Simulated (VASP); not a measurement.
# InAs (an interface model) in VASP: single point with PBE

Aim: the single point of InAs (an interface model) with PBE.

Program: VASP 6.6.1. These are calculated values, not measurements. Logs are shortened: lines on timing, memory, paths and dates and some standing lists are left out, and cuts for length are marked.

## Step 1: The cell of the first run

The cell holds layers of an interface, 16 atoms: a = 4.374 Å, b = 6.186 Å, c = 17.571 Å, α = 90.00°, β = 90.00°, γ = 90.00°.

## Step 2: Single point, PBE

INCAR reads:

```
PREC = Accurate
ENCUT = 400
EDIFF = 1E-6
ISMEAR = 0
SIGMA = 0.1
LREAL = False
LASPH = True
NELM = 120
ALGO = Normal
ISIF = 2
LWAVE = False
LCHARG = False
GGA = PE
NBANDS = 86
GGA_COMPAT = False
```

KPOINTS reads:

```
Automatic mesh
0
Gamma
  8 6 2
```

POSCAR reads:

```
InAs
1.0
    4.3743937299      0.0000000000      0.0000000000
    0.0000000000      6.1863269400      0.0000000000
    0.0000000000      0.0000000000     17.5712639111
In As
8 8
Direct
    0.0000000000      0.0233224410     -0.0019814717
    0.5000000000      0.5497145921      0.1222978668
    1.0000000000      0.0497145921      0.2527021332
    0.5000000000      0.5233224410      0.3769814717
    0.0000000000      0.7002854079      0.6222978668
    0.5000000000      0.2266775590      0.4980185283
    0.0000000000      0.7266775590      0.8769814717
    0.5000000000      0.2002854079      0.7527021332
    0.0000000000      0.7980460765      0.1285835938
    0.5000000000      0.2809258510     -0.0002305047
    0.0000000000      0.7809258510      0.3752305047
    0.5000000000      0.2980460765      0.2464164062
    1.0000000000     -0.0309258510      0.4997694953
    0.5000000000      0.4519539235      0.6285835938
    1.0000000000     -0.0480460765      0.7464164062
    0.5000000000      0.4690741490      0.8752305047
```

Potentials or basis: VASP PAW PBE potentials, release 64 (In_d, As).

Started as:

```console
$ cat potpaw_PBE.64/In_d/POTCAR potpaw_PBE.64/As/POTCAR > POTCAR
$ mpirun -np 1 vasp_std > vasp.out
```

OUTCAR:

```text
PREC = Accurate
   ENCUT = 400
   EDIFF = 1E-6
   ISMEAR = 0
   LREAL = False
   LASPH = True
   NELM = 120
   ISIF = 2
   GGA = PE

 ion  position               nearest neighbor table
   1  0.000  0.023  0.998-   9 2.68  10 2.71  10 2.71   7 2.81
   2  0.500  0.550  0.122-   9 2.68   9 2.68  12 2.68  10 2.72
   3  0.000  0.050  0.253-  12 2.68  12 2.68   9 2.68  11 2.72
   4  0.500  0.523  0.377-  12 2.68  11 2.71  11 2.71   6 2.81
   5  0.000  0.700  0.622-  14 2.68  14 2.68  15 2.68  13 2.72
   6  0.500  0.227  0.498-  14 2.68  13 2.71  13 2.71   4 2.81
[... 8 lines left out ...]
  15  0.000  0.952  0.746-   8 2.68   8 2.68   5 2.68   7 2.68
  16  0.500  0.469  0.875-  10 2.48   7 2.71   7 2.71   8 2.72

  LATTYP: Found a simple orthorhombic cell.
 ALAT       =     4.3743937299
 B/A-ratio  =     1.4142135624
 C/A-ratio  =     4.0168455324

  Lattice vectors:

 A1 = (   4.3743937299,   0.0000000000,   0.0000000000)
 A2 = (   0.0000000000,   6.1863269400,   0.0000000000)
 A3 = (   0.0000000000,   0.0000000000,  17.5712639111)

Analysis of symmetry for initial positions (statically):
=====================================================================
 Subroutine PRICEL returns:
 Original cell was already a primitive cell.

 Routine SETGRP: Setting up the symmetry group for a
 simple orthorhombic supercell.

 Subroutine GETGRP returns: Found  8 space group operations
 (whereof  2 operations were pure point group operations)
 out of a pool of  8 trial point group operations.

The static configuration has the point symmetry C_1h.
 The point group associated with its full space group is D_2h.

Analysis of symmetry for dynamics (positions and initial velocities):
=====================================================================
 Subroutine PRICEL returns:
 Original cell was already a primitive cell.

 Routine SETGRP: Setting up the symmetry group for a
 simple orthorhombic supercell.

 Subroutine GETGRP returns: Found  8 space group operations
 (whereof  2 operations were pure point group operations)
 out of a pool of  8 trial point group operations.

The dynamic configuration has the point symmetry C_1h.
 The point group associated with its full space group is D_2h.

 Subroutine INISYM returns: Found  8 space group operations
 (whereof  2 operations are pure point group operations),
 and found     1 'primitive' translations

----------------------------------------------------------------------------------------

                                     Primitive cell

  volume of cell :     475.5035

  direct lattice vectors                    reciprocal lattice vectors
     4.374393730  0.000000000  0.000000000     0.228603107  0.000000000  0.000000000
     0.000000000  6.186326940  0.000000000     0.000000000  0.161646807  0.000000000
     0.000000000  0.000000000 17.571263911     0.000000000  0.000000000  0.056911102

  length of vectors
     4.374393730  6.186326940 17.571263911     0.228603107  0.161646807  0.056911102

  position of ions in fractional coordinates (direct lattice)
     0.000000000  0.023322441  0.998018528
     0.500000000  0.549714592  0.122297867
     0.000000000  0.049714592  0.252702133
     0.500000000  0.523322441  0.376981472
     0.000000000  0.700285408  0.622297867
     0.500000000  0.226677559  0.498018528
[... 8 lines left out ...]
     0.000000000  0.951953923  0.746416406
     0.500000000  0.469074149  0.875230505

  ion indices of the primitive-cell ions
   primitive index   ion index
                 1           1
                 2           2
                 3           3
                 4           4
                 5           5
                 6           6
[... 8 lines left out ...]
                15          15
                16          16

----------------------------------------------------------------------------------------

 KPOINTS: Automatic mesh

Automatic generation of k-mesh.
 Grid dimensions read from file:
 generate k-points for:    8    6    2

 Generating k-lattice:

  Cartesian coordinates                     Fractional coordinates (reciprocal lattice)
     0.028575388  0.000000000  0.000000000     0.125000000  0.000000000  0.000000000
     0.000000000  0.026941135  0.000000000     0.000000000  0.166666667  0.000000000
     0.000000000  0.000000000  0.028455551     0.000000000  0.000000000  0.500000000

  Length of vectors
     0.028575388  0.026941135  0.028455551

  Shift w.r.t. Gamma in fractional coordinates (k-lattice)
     0.000000000  0.000000000  0.000000000

 Subroutine IBZKPT returns following result:
 ===========================================

 Found     40 irreducible k-points:

 Following reciprocal coordinates:
            Coordinates               Weight
  0.000000  0.000000  0.000000      1.000000
  0.125000  0.000000  0.000000      2.000000
  0.250000  0.000000  0.000000      2.000000
  0.375000  0.000000  0.000000      2.000000
  0.500000  0.000000  0.000000      1.000000
  0.000000  0.166667  0.000000      2.000000
[... 16 lines left out ...]
  0.250000  0.000000  0.500000      2.000000
  0.375000  0.000000  0.500000      2.000000
 [... further k-points ...]
   k-points           NKPTS =     40   k-points in BZ     NKDIM =     40   number of bands    NBANDS=     86
   number of dos      NEDOS =    301   number of ions     NIONS =     16
   total plane-waves  NPLWV = 144000
   dimension x,y,z NGX =    30 NGY =   40 NGZ =  120
   dimension x,y,z NGXF=    60 NGYF=   80 NGZF=  240
   ions per type =               8   8
   NGX,Y,Z   is equivalent  to a cutoff of  11.40, 10.75, 11.35 a.u.
   NGXF,Y,Z  is equivalent  to a cutoff of  22.80, 21.50, 22.71 a.u.
 SYSTEM =  unknown system
   PREC   = accura    normal or accurate (medium, high low for compatibility)
   ISTART =      0    job   : 0-new  1-cont  2-samecut
   ICHARG =      2    charge: 1-file 2-atom 10-const
   ISPIN  =      1    spin polarized calculation?
   LNONCOLLINEAR =      F non collinear calculations
   LSORBIT =      F    spin-orbit coupling
   LASPH  =      T    aspherical Exc in radial PAW
   ENCUT  =  400.0 eV  29.40 Ry    5.42 a.u.   7.13 10.09 28.65*2*pi/ulx,y,z
   NELM   =    120;   NELMIN=  2; NELMDL= -5     # of ELM steps
   EDIFF  = 0.1E-05   stopping-criterion for ELM
   LREAL  =      F    real-space projection
   EDIFFG = 0.1E-04   stopping-criterion for IOM
   NSW    =      0    number of steps for IOM
   IBRION =     -1    ionic relax: 0-MD 1-quasi-New 2-CG
   NFREE  =      0    steps in history (QN), initial steepest desc. (CG)
   ISIF   =      2    stress and relaxation
   ISYM   =      2    0-nonsym 1-usesym 2-fastsym
   POTIM  = 0.5000    time-step for ionic-motion
   TEBEG  =    0.0;   TEEND  =   0.0 temperature during run
   PSTRESS=    0.0 pullay stress
   NELECT =     144.0000    total number of electrons
   NUPDOWN=      -1.0000    fix difference up-down
   EMIN   =  10.00;   EMAX   =-10.00  energy-range for DOS
   EFERMI =   0.00;   METHOD = LEGACY
   ISMEAR =     0;   SIGMA  =   0.10  broadening in eV -4-tet -1-fermi 0-gaus
   EFERMI_NEDOS =   21; number of points for ismear=-14 and -15
   IALGO  =     38    algorithm
   IMIX   =      4    mixing-type and parameters
     AMIX     =   0.40;   BMIX     =  1.00
     AMIX_MAG =   1.60;   BMIX_MAG =  1.00
  volume/ion in A,a.u.               =      29.72       200.55
  Fermi-wavevector in a.u.,A,eV,Ry     =   1.099371  2.077511 16.444238  1.208617
  Thomas-Fermi vector in A             =   2.235765
   LORBIT       =      0    0 simple, 1 ext, 2 COOP (PROOUT), +10 PAW based schemes
   GGA     = PE    functional components
   LHFCALC =     F    Hartree Fock is set to
   AEXX    =    0.0000 exact exchange contribution
   IVDW    =     0    specifies the selected vdW correction
   LEPSILON=     F    determine dielectric tensor
   LRPA    =     F    only Hartree local field effects (RPA)
 non-spin polarized calculation
 Gauss-broadening in eV      SIGMA  =   0.10
  energy-cutoff  :      400.00
  volume of cell :      475.50
 maximum number of plane-waves:      8704
 NGX is ok and might be reduce to    30
   NGX = 15   NGY = 21   NGZ = 57

 number of electron     143.9999972 magnetization

 Free energy of the ion-electron system (eV)
  ---------------------------------------------------
  ext. energy  EPLUGINS =         0.00000000
  ---------------------------------------------------
  free energy    TOTEN  =       -60.65136487 eV

  energy without entropy =      -60.64956903  energy(sigma->0) =      -60.65046695

 E-fermi :   4.2358     XC(G=0):  -8.7867

 val. band max:        4.2245114422   @ k =   0.0000   0.0000   0.0000
 cond. band min:       4.4820430454   @ k =   0.0000   0.5000   0.0000
 fundamental gap:      0.2575316032
 Fermi energy:         4.2357642963

 k-point     1 :       0.0000    0.0000    0.0000
  band No.  band energies     occupation
      1     -10.5547      2.00000
      2     -10.5543      2.00000
      3     -10.4983      2.00000
      4     -10.4974      2.00000
      5     -10.4907      2.00000
      6     -10.4839      2.00000
[... 76 lines left out ...]
     83       6.9030      0.00000
     84       7.7538      0.00000

 k-point     2 :       0.1250    0.0000    0.0000
  band No.  band energies     occupation
      1     -10.5542      2.00000
      2     -10.5536      2.00000
      3     -10.5041      2.00000
      4     -10.4959      2.00000
      5     -10.4916      2.00000
      6     -10.4906      2.00000
[... 1903 lines left out ...]
     83       7.1716      0.00000
     84       7.1716      0.00000

 k-point    24 :       0.3750    0.0000    0.5000
  band No.  band energies     occupation
      1     -10.5578      2.00000
      2     -10.5578      2.00000
      3     -10.5407      2.00000
      4     -10.5407      2.00000
      5     -10.4827      2.00000
      6     -10.4827      2.00000
[... 76 lines left out ...]
     83       6.9754      0.00000
     84       6.9754      0.00000

 [... further k-points ...]

 [bands above 84 left out]

------------------------ aborting loop because EDIFF is reached ----------------------------------------

  FORCE on cell =-STRESS in cart. coord.  units (eV):
  Direction    XX          YY          ZZ          XY          YZ          ZX
  --------------------------------------------------------------------------------------
  -------------------------------------------------------------------------------------
  Total        1.1045720      1.5885652      0.2008913      0.0000000      0.0000000      0.0000000
  in kB        3.7217816      5.3525642      0.6768899      0.0000000      0.0000000      0.0000000
  external PRESSURE =       3.2504119 kB  Pullay stress =       0.0000000 kB

 VOLUME and BASIS-vectors are now :
 -----------------------------------------------------------------------------
  energy-cutoff  :      400.00
  volume of cell :      475.50
      direct lattice vectors                 reciprocal lattice vectors
     4.374393730  0.000000000  0.000000000     0.228603107  0.000000000  0.000000000
     0.000000000  6.186326940  0.000000000     0.000000000  0.161646807  0.000000000
     0.000000000  0.000000000 17.571263911     0.000000000  0.000000000  0.056911102

 POSITION                                       TOTAL-FORCE (eV/Angst)
 -----------------------------------------------------------------------------------
      0.00000      0.14428     17.53645        -0.000000     -0.001977     -0.005505
      2.18720      3.40071      2.14893         0.000000      0.012584     -0.001413
      0.00000      0.30755      4.44030         0.000000      0.012584      0.001413
      2.18720      3.23744      6.62404        -0.000000     -0.001977      0.005505
      0.00000      4.33219     10.93456         0.000000     -0.012584     -0.001413
      2.18720      1.40230      8.75081         0.000000      0.001977     -0.005505
[... 8 lines left out ...]
      0.00000      5.88910     13.11548        -0.000000      0.010998     -0.009687
      2.18720      2.90185     15.37891         0.000000      0.008179     -0.015470
 -----------------------------------------------------------------------------------
    total drift:                                0.000000      0.000000     -0.000000

  FREE ENERGIE OF THE ION-ELECTRON SYSTEM (eV)
  ---------------------------------------------------
  free  energy   TOTEN  =       -60.6513648703 eV

  energy  without entropy=      -60.6495690342  energy(sigma->0) =      -60.65046695
```

Run time: 26 min. Hardware: 1 thread of Intel Xeon Platinum 8488C (Sapphire Rapids), shared host; peak memory 0.86 GiB.

What came out:

```yaml
Free_energy: -60.6514 eV
Pressure: 0.3 GPa
Largest_force: 0.017 eV/Å
Band_gap_on_the_k_mesh: 0.04 eV (least direct gap 0.22 eV)
```

Forces on the atoms (eV/Å):
```
In   0.000 -0.002 -0.006
In   0.000  0.013 -0.001
In   0.000  0.013  0.001
In   0.000 -0.002  0.006
In   0.000 -0.013 -0.001
In   0.000  0.002 -0.006
In   0.000  0.002  0.006
In   0.000 -0.013  0.001
As   0.000 -0.011  0.010
As   0.000 -0.008  0.015
As   0.000 -0.008 -0.015
As   0.000 -0.011 -0.010
As   0.000  0.008  0.015
As   0.000  0.011  0.010
As   0.000  0.011 -0.010
As   0.000  0.008 -0.015
```

Stress tensor (GPa, compression positive):
```
0.37 0.00 0.00
0.00 0.54 0.00
0.00 0.00 0.07
```

Caveat: the smearing spreads over this small gap; semilocal functionals underestimate gaps, and a narrow one can read as zero; spin-orbit coupling is left out, which moves the levels of the heavy elements.

The gap in the log of VASP goes by the Fermi energy; the results here count the filled bands.